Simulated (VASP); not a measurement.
# AlCo (P4mm) in VASP: single point with PBEsol

Aim: the single point of AlCo with PBEsol.

Program: VASP 6.6.1. These are calculated values, not measurements. Logs are shortened: lines on timing, memory, paths and dates and some standing lists are left out, and cuts for length are marked.

### 1 The cell of the first run

The structure is tetragonal, space group P4mm (No. 99). Conventional cell: a = 2.819 Å, b = 2.819 Å, c = 2.819 Å, α = 90.00°, β = 90.00°, γ = 90.00°. Al (site symmetry 4mm) has 8 Co at 2.33 to 2.56 Å and 6 Al at 2.82 Å within 3.1 Å. Co (site symmetry 4mm) has 8 Al at 2.33 to 2.56 Å and 6 Co at 2.82 Å within 3.1 Å.

### 2 Single point, PBEsol (atom 2 (Co) moved by (+0.000, -0.200) A along [1 1 0] and z)

INCAR

```
PREC = Accurate ; ENCUT = 520
EDIFF = 1E-7 ; ISMEAR = 0
SIGMA = 0.15 ; LREAL = False
LASPH = True ; NELM = 100
ALGO = Normal ; ISIF = 2
LWAVE = False ; LCHARG = False
GGA = PS ; NBANDS = 13
```

KPOINTS

```
regular mesh
0
Gamma
  16 16 16
```

POSCAR

```
AlCo
1.0
    2.8194032100      0.0000000000      0.0000000000
    0.0000000000      2.8194032100      0.0000000000
    0.0000000000      0.0000000000      2.8194032100
Al Co
1 1
Direct
    0.0000000000      0.0000000000      0.0000000000
    0.5000000000      0.5000000000      0.4290630020
```

Potentials or basis: VASP PAW PBE potentials, release 64 (Al, Co).

On the command line:

```sh
$ cat potpaw_PBE.64/Al/POTCAR potpaw_PBE.64/Co/POTCAR > POTCAR
$ mpirun -np 1 vasp_std > vasp.out
```

OUTCAR:

```text
PREC = Accurate
   ENCUT = 520
   EDIFF = 1E-7
   ISMEAR = 0
   LREAL = False
   LASPH = True
   NELM = 100
   ISIF = 2
   GGA = PS

 ion  position               nearest neighbor table
   1  0.000  0.000  0.000-   2 2.33   2 2.33   2 2.33   2 2.33   2 2.56   2 2.56   2 2.56   2 2.56

   2  0.500  0.500  0.429-   1 2.33   1 2.33   1 2.33   1 2.33   1 2.56   1 2.56   1 2.56   1 2.56

  LATTYP: Found a simple cubic cell.
 ALAT       =     2.8194032100

  Lattice vectors:

 A1 = (   2.8194032100,   0.0000000000,   0.0000000000)
 A2 = (   0.0000000000,   2.8194032100,   0.0000000000)
 A3 = (   0.0000000000,   0.0000000000,   2.8194032100)

Analysis of symmetry for initial positions (statically):
=====================================================================
 Subroutine PRICEL returns:
 Original cell was already a primitive cell.

 Routine SETGRP: Setting up the symmetry group for a
 simple cubic supercell.

 Subroutine GETGRP returns: Found  8 space group operations
 (whereof  8 operations were pure point group operations)
 out of a pool of 48 trial point group operations.

The static configuration has the point symmetry C_4v.

Analysis of symmetry for dynamics (positions and initial velocities):
=====================================================================
 Subroutine PRICEL returns:
 Original cell was already a primitive cell.

 Routine SETGRP: Setting up the symmetry group for a
 simple cubic supercell.

 Subroutine GETGRP returns: Found  8 space group operations
 (whereof  8 operations were pure point group operations)
 out of a pool of 48 trial point group operations.

The dynamic configuration has the point symmetry C_4v.

 Subroutine INISYM returns: Found  8 space group operations
 (whereof  8 operations are pure point group operations),
 and found     1 'primitive' translations

----------------------------------------------------------------------------------------

                                     Primitive cell

  volume of cell :      22.4115

  direct lattice vectors                    reciprocal lattice vectors
     2.819403210  0.000000000  0.000000000     0.354684990  0.000000000  0.000000000
     0.000000000  2.819403210  0.000000000     0.000000000  0.354684990  0.000000000
     0.000000000  0.000000000  2.819403210     0.000000000  0.000000000  0.354684990

  length of vectors
     2.819403210  2.819403210  2.819403210     0.354684990  0.354684990  0.354684990

  position of ions in fractional coordinates (direct lattice)
     0.000000000  0.000000000  0.000000000
     0.500000000  0.500000000  0.429063002

  ion indices of the primitive-cell ions
   primitive index   ion index
                 1           1
                 2           2

----------------------------------------------------------------------------------------

 KPOINTS: regular mesh

Automatic generation of k-mesh.
 Grid dimensions read from file:
 generate k-points for:   16   16   16

 Generating k-lattice:

  Cartesian coordinates                     Fractional coordinates (reciprocal lattice)
     0.022167812  0.000000000  0.000000000     0.062500000  0.000000000  0.000000000
     0.000000000  0.022167812  0.000000000     0.000000000  0.062500000  0.000000000
     0.000000000  0.000000000  0.022167812     0.000000000  0.000000000  0.062500000

  Length of vectors
     0.022167812  0.022167812  0.022167812

  Shift w.r.t. Gamma in fractional coordinates (k-lattice)
     0.000000000  0.000000000  0.000000000

 Subroutine IBZKPT returns following result:
 ===========================================

 Found    405 irreducible k-points:

 Following reciprocal coordinates:
            Coordinates               Weight
  0.000000  0.000000  0.000000      1.000000
  0.062500  0.000000  0.000000      4.000000
  0.000000  0.000000  0.062500      2.000000
  0.125000  0.000000  0.000000      4.000000
  0.000000  0.000000  0.125000      2.000000
  0.187500  0.000000  0.000000      4.000000
[... 16 lines left out ...]
  0.187500  0.062500  0.000000      8.000000
  0.000000  0.187500  0.062500      8.000000
 [... further k-points ...]
   k-points           NKPTS =    405   k-points in BZ     NKDIM =    405   number of bands    NBANDS=     13
   number of dos      NEDOS =    301   number of ions     NIONS =      2
   total plane-waves  NPLWV =  13824
   dimension x,y,z NGX =    24 NGY =   24 NGZ =   24
   dimension x,y,z NGXF=    48 NGYF=   48 NGZF=   48
   ions per type =               1   1
   NGX,Y,Z   is equivalent  to a cutoff of  14.15, 14.15, 14.15 a.u.
   NGXF,Y,Z  is equivalent  to a cutoff of  28.30, 28.30, 28.30 a.u.
 SYSTEM =  unknown system
   PREC   = accura    normal or accurate (medium, high low for compatibility)
   ISTART =      0    job   : 0-new  1-cont  2-samecut
   ICHARG =      2    charge: 1-file 2-atom 10-const
   ISPIN  =      1    spin polarized calculation?
   LNONCOLLINEAR =      F non collinear calculations
   LSORBIT =      F    spin-orbit coupling
   LASPH  =      T    aspherical Exc in radial PAW
   ENCUT  =  520.0 eV  38.22 Ry    6.18 a.u.   5.24  5.24  5.24*2*pi/ulx,y,z
   NELM   =    100;   NELMIN=  2; NELMDL= -5     # of ELM steps
   EDIFF  = 0.1E-06   stopping-criterion for ELM
   LREAL  =      F    real-space projection
   EDIFFG = 0.1E-05   stopping-criterion for IOM
   NSW    =      0    number of steps for IOM
   IBRION =     -1    ionic relax: 0-MD 1-quasi-New 2-CG
   NFREE  =      0    steps in history (QN), initial steepest desc. (CG)
   ISIF   =      2    stress and relaxation
   ISYM   =      2    0-nonsym 1-usesym 2-fastsym
   POTIM  = 0.5000    time-step for ionic-motion
   TEBEG  =    0.0;   TEEND  =   0.0 temperature during run
   PSTRESS=    0.0 pullay stress
   NELECT =      12.0000    total number of electrons
   NUPDOWN=      -1.0000    fix difference up-down
   EMIN   =  10.00;   EMAX   =-10.00  energy-range for DOS
   EFERMI =   0.00;   METHOD = LEGACY
   ISMEAR =     0;   SIGMA  =   0.15  broadening in eV -4-tet -1-fermi 0-gaus
   EFERMI_NEDOS =   21; number of points for ismear=-14 and -15
   IALGO  =     38    algorithm
   IMIX   =      4    mixing-type and parameters
     AMIX     =   0.40;   BMIX     =  1.00
     AMIX_MAG =   1.60;   BMIX_MAG =  1.00
  volume/ion in A,a.u.               =      11.21        75.62
  Fermi-wavevector in a.u.,A,eV,Ry     =   1.329366  2.512138 24.044423  1.767215
  Thomas-Fermi vector in A             =   2.458534
   LORBIT       =      0    0 simple, 1 ext, 2 COOP (PROOUT), +10 PAW based schemes
   GGA     = PS    functional components
   LHFCALC =     F    Hartree Fock is set to
   AEXX    =    0.0000 exact exchange contribution
   IVDW    =     0    specifies the selected vdW correction
   LEPSILON=     F    determine dielectric tensor
   LRPA    =     F    only Hartree local field effects (RPA)
 non-spin polarized calculation
 Gauss-broadening in eV      SIGMA  =   0.15
  energy-cutoff  :      520.00
  volume of cell :       22.41
 maximum number of plane-waves:       624
 NGX is ok and might be reduce to    24
   NGX = 11   NGY = 11   NGZ = 11

 number of electron      11.9999998 magnetization

 Free energy of the ion-electron system (eV)
  ---------------------------------------------------
  ext. energy  EPLUGINS =         0.00000000
  ---------------------------------------------------
  free energy    TOTEN  =       -12.92549256 eV

  energy without entropy =      -12.91631301  energy(sigma->0) =      -12.92090279

 E-fermi :  10.8552     XC(G=0): -12.5326

 val. band max:       10.8541057663   @ k =   0.5000   0.4375   0.1875
 cond. band min:      10.8579337167   @ k =   0.5000   0.3125   0.3125
 fundamental gap:      0.0038279504
 Fermi energy:        10.8552455872

 k-point     1 :       0.0000    0.0000    0.0000
  band No.  band energies     occupation
      1      -0.3955      2.00000
      2       7.6819      2.00000
      3       7.7383      2.00000
      4       9.9615      2.00000
      5      10.0128      2.00000
      6      10.0128      2.00000
      7      17.0168      0.00000
      8      17.0307      0.00000
      9      17.0307      0.00000
     10      19.8311      0.00000
     11      19.8850      0.00000
     12      26.3191      0.00000
     13      32.3984      0.00000

 k-point     2 :       0.0625    0.0000    0.0000
  band No.  band energies     occupation
      1      -0.3195      2.00000
      2       7.6816      2.00000
      3       7.7552      2.00000
      4       9.9173      2.00000
      5       9.9715      2.00000
      6      10.0183      2.00000
      7      16.2231      0.00000
      8      17.1375      0.00000
      9      17.1938      0.00000
     10      19.8612      0.00000
     11      20.5168      0.00000
     12      26.5555      0.00000
     13      31.7407      0.00000

 k-point     3 :       0.0000    0.0000    0.0625
  band No.  band energies     occupation
      1      -0.3199      2.00000
      2       7.7030      2.00000
      3       7.7323      2.00000
      4       9.9659      2.00000
      5       9.9712      2.00000
      6       9.9712      2.00000
      7      16.2669      0.00000
      8      17.1358      0.00000
      9      17.1358      0.00000
     10      19.8205      0.00000
     11      20.5873      0.00000
     12      26.5434      0.00000
     13      31.7032      0.00000
[... 305 lines left out ...]
 k-point    23 :       0.1875    0.0625    0.0000
  band No.  band energies     occupation
      1       0.3559      2.00000
      2       7.5801      2.00000
      3       7.9046      2.00000
      4       9.5784      2.00000
      5       9.7024      2.00000
      6      10.0103      2.00000
      7      13.6341      0.00000
      8      17.0331      0.00000
      9      18.1959      0.00000
     10      20.2701      0.00000
     11      22.9843      0.00000
     12      28.0606      0.00000
     13      28.3344      0.00000

 k-point    24 :       0.0000    0.1875    0.0625
  band No.  band energies     occupation
      1       0.3556      2.00000
      2       7.5802      2.00000
      3       7.9030      2.00000
      4       9.6391      2.00000
      5       9.6430      2.00000
      6      10.0101      2.00000
      7      13.6275      0.00000
      8      17.1412      0.00000
      9      18.0362      0.00000
     10      20.3451      0.00000
     11      22.9673      0.00000
     12      27.7554      0.00000
     13      29.0567      0.00000

 [... further k-points ...]

------------------------ aborting loop because EDIFF is reached ----------------------------------------

  FORCE on cell =-STRESS in cart. coord.  units (eV):
  Direction    XX          YY          ZZ          XY          YZ          ZX
  --------------------------------------------------------------------------------------
  -------------------------------------------------------------------------------------
  Total        0.6951041      0.6951041      0.3147250      0.0000000     -0.0000000      0.0000000
  in kB       49.6922702     49.6922702     22.4993637      0.0000000     -0.0000000      0.0000000
  external PRESSURE =      40.6279680 kB  Pullay stress =       0.0000000 kB

 VOLUME and BASIS-vectors are now :
 -----------------------------------------------------------------------------
  energy-cutoff  :      520.00
  volume of cell :       22.41
      direct lattice vectors                 reciprocal lattice vectors
     2.819403210  0.000000000  0.000000000     0.354684990  0.000000000  0.000000000
     0.000000000  2.819403210  0.000000000     0.000000000  0.354684990  0.000000000
     0.000000000  0.000000000  2.819403210     0.000000000  0.000000000  0.354684990

 POSITION                                       TOTAL-FORCE (eV/Angst)
 -----------------------------------------------------------------------------------
      0.00000      0.00000      0.00000        -0.000000      0.000000     -1.596704
      1.40970      1.40970      1.20970         0.000000      0.000000      1.596704
 -----------------------------------------------------------------------------------
    total drift:                                0.000000     -0.000000      0.000203

  FREE ENERGIE OF THE ION-ELECTRON SYSTEM (eV)
  ---------------------------------------------------
  free  energy   TOTEN  =       -12.9254925624 eV

  energy  without entropy=      -12.9163130112  energy(sigma->0) =      -12.92090279
```

It took 74 s on 1 thread of Intel Xeon Platinum 8259CL at 2.50GHz (Skylake/Cascade Lake), shared host; peak memory 0.24 GiB.

What came out:

| Item | Value |
| --- | --- |
| Free energy | -12.9255 eV |
| Pressure | 4.1 GPa |
| Largest force | 1.597 eV/Å |
| Band gap on the k mesh | zero (band 6 reaches 13.16 eV, above the bottom of band 7 at 10.58 eV) |

Forces on the atoms (eV/Å):
```
Al   0.000  0.000 -1.597
Co   0.000  0.000  1.597
```

Caveat: the cell differs from its parent crystal (atom 2 (Co) moved by (+0.000, -0.200) A along [1 1 0] and z); the PAW data sets were made with another functional, which shifts forces and pressure a little.
